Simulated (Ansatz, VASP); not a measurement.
## Ge4MoW in VASP and in Ansatz

INCAR

```
ALGO = Normal
EDIFF = 1E-6
ENCUT = 520
GGA = PE
ISIF = 2
ISMEAR = 0
ISPIN = 2
LASPH = T
LCHARG = F
LMAXMIX = 4
LORBIT = 11
LREAL = F
LWAVE = F
MAGMOM = 0 0 0 0 1 0
NBANDS = 55
NELM = 150
PREC = Accurate
SIGMA = 0.1
```

KPOINTS

```
k-points
0
Gamma
  4 4 4
```

POSCAR

```
Ge4MoW
1.0
    2.3619768000     -4.1431386000      0.0000000000
    2.3619768000      4.1431386000      0.0000000000
    0.0000000000      0.0000000000      4.7234376000
Ge Mo W
4 1 1
Direct
    0.3376860000      0.6623140000      0.0000000000
    0.8381240000      0.1618760000      0.5000000000
    0.6623140000      0.3376860000      0.0000000000
    0.1618760000      0.8381240000      0.5000000000
    0.0000000000      0.0000000000      0.0000000000
    0.5000000000      0.5000000000      0.5000000000
```

Input for Ansatz:

```yaml
crystal:
  lattice:
    - [2.3619768, -4.1431386, 0.0]
    - [2.3619768, 4.1431386, 0.0]
    - [0.0, 0.0, 4.7234376]
  atoms:
    - { symbol: Ge, position: [0.337686, 0.662314, 0.0] }
    - { symbol: Ge, position: [0.838124, 0.161876, 0.5] }
    - { symbol: Ge, position: [0.662314, 0.337686, 0.0] }
    - { symbol: Ge, position: [0.161876, 0.838124, 0.5] }
    - { symbol: Mo, position: [0.0, 0.0, 0.0], spin: 1.0 }
    - { symbol: W, position: [0.5, 0.5, 0.5] }
basis:
  ecutwfc: 420
kpoints:
  mp_grid: { grid: [4, 4, 4] }
hamiltonian:
  xc: pbe
scf:
  occupations: { method: gaussian, width: 0.1 }
  lower_state_search: "off"
output:
  forces: true
  stress: true
  eigenvalues: true
  populations: true
magnetization:
  spin_polarized: true
```

Alike in both runs: task single point; functional PBE; k mesh 4 × 4 × 4; occupations gaussian, width 0.1 eV; collinear spin.

```csv
,VASP,Ansatz
version,VASP 6.6.1,Ansatz 0.2.0
potentials or method,"VASP PAW PBE potentials, release 64 (Ge_d, Mo_sv, W_sv), cutoff 520 eV","scalar-relativistic, plane waves, PAW"
valence electrons in the cell,84,84
```

Ansatz gave:

```
gap on the k mesh at the Fermi level (eV)                     : none
pressure (GPa)                                                : -0.1
traceless stress, the component that is largest in VASP (GPa) : -0.35
rms of the force components (eV/Å)                            : 0.007
net moment per atom (μB)                                      : 0.00
```

Q: What did VASP give for the same quantities?

A: gap on the k mesh at the Fermi level (eV): none; pressure (GPa): 0.2; traceless stress, the component that is largest in VASP (GPa): -0.36; rms of the force components (eV/Å): 0.010; net moment per atom (μB): 0.00.

Atom by atom the forces differ by 0.003 eV/Å (rms over components). A gap of «none» marks a metal or a gap that the smearing closes. Ansatz's warnings: seeded moment not kept.

The k mesh is coarse, so the values compare programs but aren't converged. Spin-orbit coupling is off throughout.
